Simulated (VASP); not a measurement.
# Zr3H (P6_3/mmc) in VASP: a series of runs

The runs below take Zr3H through single point, with PBE.

All numbers are computed with VASP 6.6.1; they aren't measurements. Logs are shortened: lines on timing, memory, paths and dates and some standing lists are left out, and cuts for length are marked.

## 1. The cell of the first run

It takes space group P6_3/mmc (No. 194, hexagonal). The conventional cell has a = 6.044 Å, b = 6.044 Å, c = 4.666 Å, α = 90.00°, β = 90.00°, γ = 120.00°. Within 3.8 Å of Zr (site symmetry mm2) lie 8 Zr at 2.90 to 3.06 Å and 4 H at 2.93 to 3.02 Å. H (site symmetry -6m2) has 12 Zr at 2.93 to 3.02 Å within 3.9 Å.

## 2. Single point, PBE

Input file INCAR:

```
SYSTEM = Zr3H
ALGO = Normal
EDIFF = 1E-6
ENCUT = 520
GGA = PE
ISIF = 2
ISMEAR = 0
LASPH = .True.
LCHARG = .False.
LREAL = .False.
LWAVE = .False.
NBANDS = 47
NELM = 80
PREC = Accurate
SIGMA = 0.1
```

Input file KPOINTS:

```
k-points
0
Gamma
  3 3 4
  0 0 0
```

Input file POSCAR:

```
Zr3H
1.0
    6.0435159900      0.0000000000      0.0000000000
   -3.0217580000      5.2338383800      0.0000000000
    0.0000000000      0.0000000000      4.6664543400
Zr H
6 2
Direct
    0.1647539700      0.3295079500      0.2500000000
    0.6704920500      0.8352460300      0.2500000000
    0.1647539700      0.8352460300      0.2500000000
    0.8352460300      0.6704920500      0.7500000000
    0.3295079500      0.1647539700      0.7500000000
    0.8352460300      0.1647539700      0.7500000000
    0.3333333300      0.6666666700      0.7500000000
    0.6666666700      0.3333333300      0.2500000000
```

Potentials or basis: VASP PAW PBE potentials, release 64 (Zr_sv, H).

Launch:

```
cat potpaw_PBE.64/Zr_sv/POTCAR potpaw_PBE.64/H/POTCAR > POTCAR
mpirun -np 1 vasp_std > vasp.out
```

OUTCAR:

```text
SYSTEM = Zr3H
   EDIFF = 1E-6
   ENCUT = 520
   GGA = PE
   ISIF = 2
   ISMEAR = 0
   LASPH = .True.
   LREAL = .False.
   NELM = 80
   PREC = Accurate

 ion  position               nearest neighbor table
   1  0.165  0.330  0.250-   6 2.90   6 2.90   5 2.90   5 2.90   2 2.99   3 2.99   2 3.06   3 3.06

   2  0.670  0.835  0.250-   6 2.90   6 2.90   4 2.90   4 2.90   3 2.99   1 2.99   3 3.06   1 3.06

   3  0.165  0.835  0.250-   4 2.90   4 2.90   5 2.90   5 2.90   2 2.99   1 2.99   2 3.06   1 3.06

   4  0.835  0.670  0.750-   3 2.90   3 2.90   2 2.90   2 2.90   5 2.99   6 2.99   5 3.06   6 3.06

   5  0.330  0.165  0.750-   3 2.90   3 2.90   1 2.90   1 2.90   6 2.99   4 2.99   6 3.06   4 3.06

   6  0.835  0.165  0.750-   1 2.90   1 2.90   2 2.90   2 2.90   5 2.99   4 2.99   5 3.06   4 3.06

   7  0.333  0.667  0.750-
   8  0.667  0.333  0.250-

  LATTYP: Found a hexagonal cell.
 ALAT       =     6.0435159900
 C/A-ratio  =     0.7721423006

  Lattice vectors:

 A1 = (   6.0435159900,   0.0000000000,   0.0000000000)
 A2 = (  -3.0217580000,   5.2338383800,   0.0000000000)
 A3 = (   0.0000000000,   0.0000000000,   4.6664543400)

Analysis of symmetry for initial positions (statically):
=====================================================================
 Subroutine PRICEL returns:
 Original cell was already a primitive cell.

 Routine SETGRP: Setting up the symmetry group for a
 hexagonal supercell.

 Subroutine GETGRP returns: Found 24 space group operations
 (whereof 12 operations were pure point group operations)
 out of a pool of 24 trial point group operations.

The static configuration has the point symmetry D_3d.
 The point group associated with its full space group is D_6h.

Analysis of symmetry for dynamics (positions and initial velocities):
=====================================================================
 Subroutine PRICEL returns:
 Original cell was already a primitive cell.

 Routine SETGRP: Setting up the symmetry group for a
 hexagonal supercell.

 Subroutine GETGRP returns: Found 24 space group operations
 (whereof 12 operations were pure point group operations)
 out of a pool of 24 trial point group operations.

The dynamic configuration has the point symmetry D_3d.
 The point group associated with its full space group is D_6h.

 Subroutine INISYM returns: Found 24 space group operations
 (whereof 12 operations are pure point group operations),
 and found     1 'primitive' translations

----------------------------------------------------------------------------------------

                                     Primitive cell

  volume of cell :     147.6036

  direct lattice vectors                    reciprocal lattice vectors
     6.043515990  0.000000000  0.000000000     0.165466593  0.095532182  0.000000000
    -3.021758000  5.233838380  0.000000000     0.000000000  0.191064364  0.000000000
     0.000000000  0.000000000  4.666454340     0.000000000  0.000000000  0.214295464

  length of vectors
     6.043515990  6.043515996  4.666454340     0.191064364  0.191064364  0.214295464

  position of ions in fractional coordinates (direct lattice)
     0.164753970  0.329507950  0.250000000
     0.670492050  0.835246030  0.250000000
     0.164753970  0.835246030  0.250000000
     0.835246030  0.670492050  0.750000000
     0.329507950  0.164753970  0.750000000
     0.835246030  0.164753970  0.750000000
     0.333333330  0.666666670  0.750000000
     0.666666670  0.333333330  0.250000000

  ion indices of the primitive-cell ions
   primitive index   ion index
                 1           1
                 2           2
                 3           3
                 4           4
                 5           5
                 6           6
                 7           7
                 8           8

----------------------------------------------------------------------------------------

 KPOINTS: k-points

Automatic generation of k-mesh.
 Grid dimensions read from file:
 generate k-points for:    3    3    4

 Generating k-lattice:

  Cartesian coordinates                     Fractional coordinates (reciprocal lattice)
     0.055155531  0.031844061  0.000000000     0.333333333  0.000000000  0.000000000
     0.000000000  0.063688121  0.000000000     0.000000000  0.333333333  0.000000000
     0.000000000  0.000000000  0.053573866     0.000000000  0.000000000  0.250000000

  Length of vectors
     0.063688121  0.063688121  0.053573866

  Shift w.r.t. Gamma in fractional coordinates (k-lattice)
     0.000000000  0.000000000  0.000000000

 Subroutine IBZKPT returns following result:
 ===========================================

 Found      9 irreducible k-points:

 Following reciprocal coordinates:
            Coordinates               Weight
  0.000000  0.000000  0.000000      1.000000
  0.333333  0.000000  0.000000      6.000000
  0.333333  0.333333  0.000000      2.000000
  0.000000  0.000000  0.250000      2.000000
  0.333333  0.000000  0.250000     12.000000
  0.333333  0.333333  0.250000      4.000000
  0.000000  0.000000  0.500000      1.000000
  0.333333  0.000000  0.500000      6.000000
  0.333333  0.333333  0.500000      2.000000
   k-points           NKPTS =      9   k-points in BZ     NKDIM =      9   number of bands    NBANDS=     47
   number of dos      NEDOS =    301   number of ions     NIONS =      8
   total plane-waves  NPLWV =  82944
   dimension x,y,z NGX =    48 NGY =   48 NGZ =   36
   dimension x,y,z NGXF=    96 NGYF=   96 NGZF=   72
   ions per type =               6   2
   NGX,Y,Z   is equivalent  to a cutoff of  13.20, 13.20, 12.83 a.u.
   NGXF,Y,Z  is equivalent  to a cutoff of  26.41, 26.41, 25.65 a.u.
 SYSTEM =  Zr3H
   PREC   = accura    normal or accurate (medium, high low for compatibility)
   ISTART =      0    job   : 0-new  1-cont  2-samecut
   ICHARG =      2    charge: 1-file 2-atom 10-const
   ISPIN  =      1    spin polarized calculation?
   LNONCOLLINEAR =      F non collinear calculations
   LSORBIT =      F    spin-orbit coupling
   LASPH  =      T    aspherical Exc in radial PAW
   ENCUT  =  520.0 eV  38.22 Ry    6.18 a.u.  11.24 11.24  8.68*2*pi/ulx,y,z
   NELM   =     80;   NELMIN=  2; NELMDL= -5     # of ELM steps
   EDIFF  = 0.1E-05   stopping-criterion for ELM
   LREAL  =      F    real-space projection
   EDIFFG = 0.1E-04   stopping-criterion for IOM
   NSW    =      0    number of steps for IOM
   IBRION =     -1    ionic relax: 0-MD 1-quasi-New 2-CG
   NFREE  =      0    steps in history (QN), initial steepest desc. (CG)
   ISIF   =      2    stress and relaxation
   ISYM   =      2    0-nonsym 1-usesym 2-fastsym
   POTIM  = 0.5000    time-step for ionic-motion
   TEBEG  =    0.0;   TEEND  =   0.0 temperature during run
   PSTRESS=    0.0 pullay stress
   NELECT =      74.0000    total number of electrons
   NUPDOWN=      -1.0000    fix difference up-down
   EMIN   =  10.00;   EMAX   =-10.00  energy-range for DOS
   EFERMI =   0.00;   METHOD = LEGACY
   ISMEAR =     0;   SIGMA  =   0.10  broadening in eV -4-tet -1-fermi 0-gaus
   EFERMI_NEDOS =   21; number of points for ismear=-14 and -15
   IALGO  =     38    algorithm
   IMIX   =      4    mixing-type and parameters
     AMIX     =   0.40;   BMIX     =  1.00
     AMIX_MAG =   1.60;   BMIX_MAG =  1.00
  volume/ion in A,a.u.               =      18.45       124.51
  Fermi-wavevector in a.u.,A,eV,Ry     =   1.300528  2.457642 23.012531  1.691373
  Thomas-Fermi vector in A             =   2.431721
   LORBIT       =      0    0 simple, 1 ext, 2 COOP (PROOUT), +10 PAW based schemes
   GGA     = PE    functional components
   LHFCALC =     F    Hartree Fock is set to
   AEXX    =    0.0000 exact exchange contribution
   IVDW    =     0    specifies the selected vdW correction
   LEPSILON=     F    determine dielectric tensor
   LRPA    =     F    only Hartree local field effects (RPA)
 non-spin polarized calculation
 Gauss-broadening in eV      SIGMA  =   0.10
  energy-cutoff  :      520.00
  volume of cell :      147.60
 maximum number of plane-waves:      4001
 NGX is ok and might be reduce to    48
   NGX = 23   NGY = 23   NGZ = 17

 number of electron      74.0000001 magnetization

 Free energy of the ion-electron system (eV)
  ---------------------------------------------------
  ext. energy  EPLUGINS =         0.00000000
  ---------------------------------------------------
  free energy    TOTEN  =       -51.96287993 eV

  energy without entropy =      -51.90280093  energy(sigma->0) =      -51.93284043

 E-fermi :   8.2808     XC(G=0): -10.9030

 val. band max:        8.2464999429   @ k =   0.3333   0.0000   0.2500
 cond. band min:       8.3213089113   @ k =   0.3333   0.0000   0.5000
 fundamental gap:      0.0748089683
 Fermi energy:         8.2807782030

 k-point     1 :       0.0000    0.0000    0.0000
  band No.  band energies     occupation
      1     -40.1878      2.00000
      2     -39.9709      2.00000
      3     -39.9709      2.00000
      4     -39.8926      2.00000
      5     -39.8270      2.00000
      6     -39.8270      2.00000
[... 39 lines left out ...]
     46      11.0292      0.00000
     47      11.1370      0.00000

 k-point     2 :       0.3333    0.0000    0.0000
  band No.  band energies     occupation
      1     -40.1524      2.00000
      2     -40.0103      2.00000
      3     -39.9720      2.00000
      4     -39.8842      2.00000
      5     -39.8330      2.00000
      6     -39.8259      2.00000
[... 39 lines left out ...]
     46      10.6216      0.00000
     47      10.9787      0.00000

 k-point     3 :       0.3333    0.3333    0.0000
  band No.  band energies     occupation
      1     -40.1264      2.00000
      2     -40.0100      2.00000
      3     -40.0100      2.00000
      4     -39.8501      2.00000
      5     -39.8501      2.00000
      6     -39.8321      2.00000
[... 289 lines left out ...]
     46      10.7211      0.00000
     47      10.8969      0.00000

 k-point     9 :       0.3333    0.3333    0.5000
  band No.  band energies     occupation
      1     -39.9813      2.00000
      2     -39.9813      2.00000
      3     -39.9611      2.00000
      4     -39.9611      2.00000
      5     -39.8991      2.00000
      6     -39.8991      2.00000
[... 39 lines left out ...]
     46       9.9437      0.00000
     47      11.0671      0.00000

------------------------ aborting loop because EDIFF is reached ----------------------------------------

  FORCE on cell =-STRESS in cart. coord.  units (eV):
  Direction    XX          YY          ZZ          XY          YZ          ZX
  --------------------------------------------------------------------------------------
  -------------------------------------------------------------------------------------
  Total        3.2775668      3.2775668      7.1784044     -0.0000000     -0.0000000      0.0000000
  in kB       35.5766564     35.5766564     77.9186644     -0.0000000     -0.0000000      0.0000000
  external PRESSURE =      49.6906591 kB  Pullay stress =       0.0000000 kB

 VOLUME and BASIS-vectors are now :
 -----------------------------------------------------------------------------
  energy-cutoff  :      520.00
  volume of cell :      147.60
      direct lattice vectors                 reciprocal lattice vectors
     6.043515990  0.000000000  0.000000000     0.165466593  0.095532182  0.000000000
    -3.021758000  5.233838380  0.000000000     0.000000000  0.191064364  0.000000000
     0.000000000  0.000000000  4.666454340     0.000000000  0.000000000  0.214295464

 POSITION                                       TOTAL-FORCE (eV/Angst)
 -----------------------------------------------------------------------------------
     -0.00000      1.72459      1.16661        -0.000000      1.398715      0.000000
      1.52822      4.37154      1.16661        -1.211323     -0.699357      0.000000
     -1.52822      4.37154      1.16661         1.211323     -0.699357     -0.000000
      3.02176      3.50925      3.49984         0.000000     -1.398715     -0.000000
      1.49354      0.86230      3.49984         1.211323      0.699357      0.000000
      4.54998      0.86230      3.49984        -1.211323      0.699357     -0.000000
     -0.00000      3.48923      3.49984        -0.000000      0.000000      0.000000
      3.02176      1.74461      1.16661        -0.000000     -0.000000      0.000000
 -----------------------------------------------------------------------------------
    total drift:                               -0.000051      0.000029     -0.000000

  FREE ENERGIE OF THE ION-ELECTRON SYSTEM (eV)
  ---------------------------------------------------
  free  energy   TOTEN  =       -51.9628799286 eV

  energy  without entropy=      -51.9028009309  energy(sigma->0) =      -51.93284043
```

Run time: 40 s. Hardware: 1 thread of Intel Xeon 6975P-C (Granite Rapids), shared host; peak memory 0.28 GiB.

Results:

```yaml
Free_energy: -51.9629 eV
Pressure: 5.0 GPa
Largest_force: 1.399 eV/Å
Band_gap_on_the_k_mesh: zero (band 37 reaches 8.76 eV, above the bottom of band 38 at 7.89 eV)
```

Forces in eV/Å, atoms in the order of the input:
```
Zr   0.000  1.399  0.000
Zr  -1.211 -0.699  0.000
Zr   1.211 -0.699  0.000
Zr   0.000 -1.399  0.000
Zr   1.211  0.699  0.000
Zr  -1.211  0.699  0.000
H    0.000  0.000  0.000
H    0.000  0.000  0.000
```

Stress tensor (GPa, compression positive):
```
3.56 0.00 0.00
0.00 3.56 0.00
0.00 0.00 7.79
```

Levels at points of the mesh, in eV from the Fermi level:
| k point | band 35 | band 36 | band 37 | band 38 | band 39 | band 40 |
| --- | --- | --- | --- | --- | --- | --- |
| (0.00, 0.00, 0.00) | -0.70 | 0.27 | 0.48 | 0.51 | 0.51 | 1.11 |
| (0.00, 0.00, 0.50) | -0.47 | -0.47 | -0.39 | -0.39 | 1.65 | 1.65 |

Caveat: the k points lie up to 0.40 Å⁻¹ apart; forces of over 1 eV/Å act on the atoms, so gaps and moduli don't describe the material at rest.

## 3. Single point, PBE

This run uses another cell than the first one, of 19.50 Å³/atom, 1.057 times its volume.

Input file INCAR:

```
ALGO = Normal
EDIFF = 1E-6
ENCUT = 520
GGA = PE
ISIF = 2
ISMEAR = 0
LASPH = True
LCHARG = True
LELF = True
LREAL = False
LVHAR = True
LWAVE = False
NBANDS = 47
NELM = 80
PREC = Accurate
SIGMA = 0.1
```

Input file KPOINTS:

```
k-points
0
Gamma
  3 3 4
```

Input file POSCAR:

```
Zr3H
1.0
    7.4946401837      0.0000000036      0.0000000000
   -3.7473200950      6.4905487895      0.0000000000
    0.0000000000      0.0000000000      3.2068837592
Zr H
6 2
Direct
    0.2008844885      0.4017689770      0.2500000000
    0.5982310230      0.7991155115      0.2500000000
    0.2008844885      0.7991155115      0.2500000000
    0.7991155115      0.5982310230      0.7500000000
    0.4017689770      0.2008844885      0.7500000000
    0.7991155115      0.2008844885      0.7500000000
    0.3333333333      0.6666666667      0.7500000000
    0.6666666667      0.3333333333      0.2500000000
```

Potentials or basis: VASP PAW PBE potentials, release 64 (Zr_sv, H).

Launch:

```
cat potpaw_PBE.64/Zr_sv/POTCAR potpaw_PBE.64/H/POTCAR > POTCAR
mpirun -np 1 vasp_std > vasp.out
```

It took 35 s on 1 thread of Intel Xeon 6975P-C (Granite Rapids), shared host; peak memory 0.27 GiB.

It converged, with:

* Free energy: -55.4418 eV
* Pressure: 0.1 GPa
* Largest force: 0.013 eV/Å
* Band gap on the k mesh: zero (band 37 reaches 8.65 eV, above the bottom of band 38 at 7.53 eV)

Forces in eV/Å, atoms in the order of the input:
```
Zr   0.000 -0.013  0.000
Zr   0.011  0.007  0.000
Zr  -0.011  0.007  0.000
Zr   0.000  0.013  0.000
Zr  -0.011 -0.007  0.000
Zr   0.011 -0.007  0.000
H    0.000  0.000  0.000
H    0.000  0.000  0.000
```

Stress tensor (GPa, compression positive):
```
 0.26  0.00  0.00
 0.00  0.26  0.00
 0.00  0.00 -0.10
```

Levels at points of the mesh, in eV from the Fermi level:
```csv
k point,band 34,band 35,band 36,band 37,band 38,band 39,band 40,band 41
"(0.00, 0.00, 0.00)",-1.50,-1.50,0.49,0.90,0.94,0.94,1.21,1.21
"(0.00, 0.00, 0.50)",-0.63,-0.63,-0.63,-0.21,-0.21,0.29,0.29,2.16
```

Caveat: the k points lie up to 0.49 Å⁻¹ apart.

## 4. Single point, PBE

This run uses another cell than the first one, of 19.71 Å³/atom, 1.068 times its volume.

Input file INCAR:

```
ALGO = Normal ; EDIFF = 1E-6
ENCUT = 520 ; GGA = PE
ISIF = 2 ; ISMEAR = 0
LASPH = True ; LCHARG = False
LREAL = False ; LWAVE = False
NBANDS = 47 ; NELM = 80
PREC = Accurate ; SIGMA = 0.1
```

Input file KPOINTS:

```
k-points
0
Gamma
  3 3 6
```

Input file POSCAR:

```
Zr3H
1.0
    7.5731841425      0.0000000000      0.0000000000
   -3.7865920713      6.5585698549      0.0000000000
    0.0000000000      0.0000000000      3.1747933212
Zr H
6 2
Direct
    0.2022121007      0.4044242013      0.2500000000
    0.5955757987      0.7977878993      0.2500000000
    0.2022121007      0.7977878993      0.2500000000
    0.7977878993      0.5955757987      0.7500000000
    0.4044242013      0.2022121007      0.7500000000
    0.7977878993      0.2022121007      0.7500000000
    0.3333333333      0.6666666667      0.7500000000
    0.6666666667      0.3333333333      0.2500000000
```

Launch:

```
cat potpaw_PBE.64/Zr_sv/POTCAR potpaw_PBE.64/H/POTCAR > POTCAR
mpirun -np 1 vasp_std > vasp.out
```

It took 47 s on 1 thread of Intel Xeon 6975P-C (Granite Rapids), shared host; peak memory 0.28 GiB.

Results (log left out):

```
Free energy            : -55.3985 eV
Pressure               : -0.1 GPa
Largest force          : 0.014 eV/Å
Band gap on the k mesh : zero (band 37 reaches 8.47 eV, above the bottom of band 38 at 7.42 eV)
```

Forces on the atoms (eV/Å):
```
Zr   0.000 -0.014  0.000
Zr   0.012  0.007  0.000
Zr  -0.012  0.007  0.000
Zr   0.000  0.014  0.000
Zr  -0.012 -0.007  0.000
Zr   0.012 -0.007  0.000
H    0.000  0.000  0.000
H    0.000  0.000  0.000
```

Levels at points of the mesh, in eV from the Fermi level:
| k point | band 33 | band 34 | band 35 | band 36 | band 37 | band 38 | band 39 | band 40 |
| --- | --- | --- | --- | --- | --- | --- | --- | --- |
| (0.00, 0.00, 0.00) | -1.54 | -1.52 | -1.52 | 0.32 | 0.81 | 0.81 | 1.03 | 1.03 |
| (0.00, 0.00, 0.50) | -0.63 | -0.63 | -0.63 | -0.63 | -0.24 | -0.24 | 0.20 | 0.20 |

## 5. Summary

```csv
cell,k mesh,gap on the mesh (eV),pressure (GPa),largest force (eV/Å)
"a = 6.044, b = 6.044, c = 4.666 Å, angles 90.0, 90.0, 120.0°, 8 atoms",3 × 3 × 4,none,5.0,1.40
"a = 7.495, b = 7.495, c = 3.207 Å, angles 90.0, 90.0, 120.0°, 8 atoms",3 × 3 × 4,none,0.1,0.01
"a = 7.573, b = 7.573, c = 3.175 Å, angles 90.0, 90.0, 120.0°, 8 atoms",3 × 3 × 6,none,-0.1,0.01
```

Alike in all rows: task single point; level PBE; potentials or basis VASP PAW PBE potentials, release 64 (Zr_sv, H); no spin polarisation; cutoff (eV) 520; smearing gaussian 0.1 eV.

Caveats: some runs use coarse meshes; forces of over 1 eV/Å act on the atoms, so gaps and moduli don't describe the material at rest (some runs).

Absolute energies hang on the potentials; compare differences alone.
